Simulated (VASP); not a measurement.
# Mg (I4/mmm) in VASP: notebook, part 2 of 2

VASP 6.6.1. The steps go on from the part before.

### 3 Single point, LDA

INCAR

```
SYSTEM = Mg
PREC = Accurate ; ENCUT = 520
EDIFF = 1E-7 ; ISMEAR = 0
SIGMA = 0.15 ; LREAL = .FALSE.
LASPH = .TRUE. ; NELM = 80
ALGO = Fast ; ISIF = 2
LWAVE = .FALSE. ; LCHARG = .FALSE.
GGA = CA ; NBANDS = 7
```

KPOINTS

```
regular mesh
0
G
  22 22 22
  0 0 0
```

POSCAR

```
Mg
1.0
   -1.8359916300      1.8359916300      1.6794040200
    1.8359916300     -1.8359916300      1.6794040200
    1.8359916300      1.8359916300     -1.6794040200
Mg
1
Direct
    0.0000000000      0.0000000000      0.0000000000
```

Potentials or basis: VASP PAW LDA potentials, release 64 (Mg).

Launch:

```sh
$ cat potpaw_LDA.64/Mg/POTCAR > POTCAR
$ mpirun -np 1 vasp_std > vasp.out
```

OUTCAR:

```text
SYSTEM = Mg
   PREC = Accurate
   ENCUT = 520
   EDIFF = 1E-7
   ISMEAR = 0
   LREAL = .FALSE.
   LASPH = .TRUE.
   NELM = 80
   ISIF = 2
   GGA = CA

 ion  position               nearest neighbor table
   1  0.000  0.000  0.000-

  LATTYP: Found a body centered tetragonal cell.
 ALAT       =     3.6719832600
 C/A-ratio  =     0.9147122419

  Lattice vectors:

 A1 = (  -1.8359916300,   1.8359916300,   1.6794040200)
 A2 = (   1.8359916300,  -1.8359916300,   1.6794040200)
 A3 = (   1.8359916300,   1.8359916300,  -1.6794040200)

Analysis of symmetry for initial positions (statically):
=====================================================================
 Subroutine PRICEL returns:
 Original cell was already a primitive cell.

 Routine SETGRP: Setting up the symmetry group for a
 body centered tetragonal supercell.

 Subroutine GETGRP returns: Found 16 space group operations
 (whereof 16 operations were pure point group operations)
 out of a pool of 16 trial point group operations.

The static configuration has the point symmetry D_4h.

Analysis of symmetry for dynamics (positions and initial velocities):
[... 160 lines left out ...]
 val. band max:        2.5707826479   @ k =   0.3182   0.2727   0.1818
 cond. band min:       2.5874965002   @ k =  -0.3636  -0.4545   0.2273
 fundamental gap:      0.0167138522
 Fermi energy:         2.5807680057

 k-point     1 :       0.0000    0.0000    0.0000
  band No.  band energies     occupation
      1      -4.4352      2.00000
      2      14.4477      0.00000
      3      16.2758      0.00000
      4      16.2758      0.00000
      5      16.6854      0.00000
      6      16.7487      0.00000
      7      16.7487      0.00000
[... 221 lines left out ...]
 k-point    24 :      -0.4545    0.0455    0.0000
  band No.  band energies     occupation
      1       0.0192      2.00000
      2       3.3404      0.00000
      3      10.1148      0.00000
      4      11.5829      0.00000
      5      12.6268      0.00000
      6      14.4988      0.00000
      7      21.5099      0.00000

 [... further k-points ...]

------------------------ aborting loop because EDIFF is reached ----------------------------------------

  FORCE on cell =-STRESS in cart. coord.  units (eV):
  Direction    XX          YY          ZZ          XY          YZ          ZX
  --------------------------------------------------------------------------------------
  -------------------------------------------------------------------------------------
  Total       -0.2728467     -0.2728467     -0.2620097      0.0000000      0.0000000      0.0000000
  in kB      -19.3051292    -19.3051292    -18.5383643      0.0000000      0.0000000      0.0000000
  external PRESSURE =     -19.0495409 kB  Pullay stress =       0.0000000 kB

 VOLUME and BASIS-vectors are now :
 -----------------------------------------------------------------------------
  energy-cutoff  :      520.00
  volume of cell :       22.64
      direct lattice vectors                 reciprocal lattice vectors
    -1.835991630  1.835991630  1.679404020     0.000000000  0.272332396  0.297724665
     1.835991630 -1.835991630  1.679404020     0.272332396  0.000000000  0.297724665
     1.835991630  1.835991630 -1.679404020     0.272332396  0.272332396  0.000000000

 POSITION                                       TOTAL-FORCE (eV/Angst)
 -----------------------------------------------------------------------------------
      0.00000      0.00000      0.00000         0.000000     -0.000000      0.000000
 -----------------------------------------------------------------------------------
    total drift:                                0.000000      0.000000      0.000000

  FREE ENERGIE OF THE ION-ELECTRON SYSTEM (eV)
  ---------------------------------------------------
  free  energy   TOTEN  =        -1.7756218042 eV

  energy  without entropy=       -1.7707811147  energy(sigma->0) =       -1.77320146
```

OSZICAR:

```text
N       E                     dE             d eps       ncg     rms          rms(c)
DAV:   1    -0.113308283332E+01   -0.11331E+01   -0.81884E+02 12649   0.196E+02
DAV:   2    -0.178464002913E+01   -0.65156E+00   -0.62396E+00 15386   0.110E+01
DAV:   3    -0.178723622353E+01   -0.25962E-02   -0.25948E-02 14889   0.764E-01
DAV:   4    -0.178724003738E+01   -0.38138E-05   -0.38140E-05 16786   0.232E-02
DAV:   5    -0.178724004329E+01   -0.59092E-08   -0.56936E-08 14882   0.597E-04    0.661E-01
RMM:   6    -0.178073830115E+01    0.65017E-02   -0.31509E-04 11681   0.968E-02    0.419E-01
RMM:   7    -0.177561823340E+01    0.51201E-02   -0.12155E-03 12691   0.191E-01    0.218E-02
RMM:   8    -0.177562195555E+01   -0.37221E-05   -0.53740E-05 12579   0.402E-02    0.543E-03
RMM:   9    -0.177562176708E+01    0.18847E-06   -0.30756E-06 12915   0.104E-02    0.434E-04
RMM:  10    -0.177562180422E+01   -0.37142E-07   -0.34434E-07 13296   0.309E-03
   1 F= -.17756218E+01 E0= -.17732015E+01  d E =-.484069E-02
```

Run time: 35 s. Hardware: 1 thread of Intel Xeon Platinum 8375C at 2.90GHz (Ice Lake), shared host; peak memory 0.24 GiB.

What came out:

* Free energy: -1.7756 eV
* Pressure: -1.9 GPa
* Band gap on the k mesh: zero (bands 1 and 2 overlap by 4.55 eV)

Stress tensor (GPa, compression positive):
```
-1.93  0.00  0.00
 0.00 -1.93  0.00
 0.00  0.00 -1.85
```

Levels at points of the mesh, in eV from the Fermi level:
| k point | band 1 | band 2 | band 3 | band 4 |
| --- | --- | --- | --- | --- |
| (0.00, 0.00, 0.00) | -7.02 | 11.87 | 13.70 | 13.70 |
| (0.50, 0.00, 0.00) | -1.35 | -0.73 | 8.18 | 8.83 |
| (0.50, 0.50, 0.00) | -1.75 | -1.39 | 9.78 | 10.35 |
| (0.50, 0.50, 0.50) | 3.16 | 3.16 | 3.64 | 4.17 |
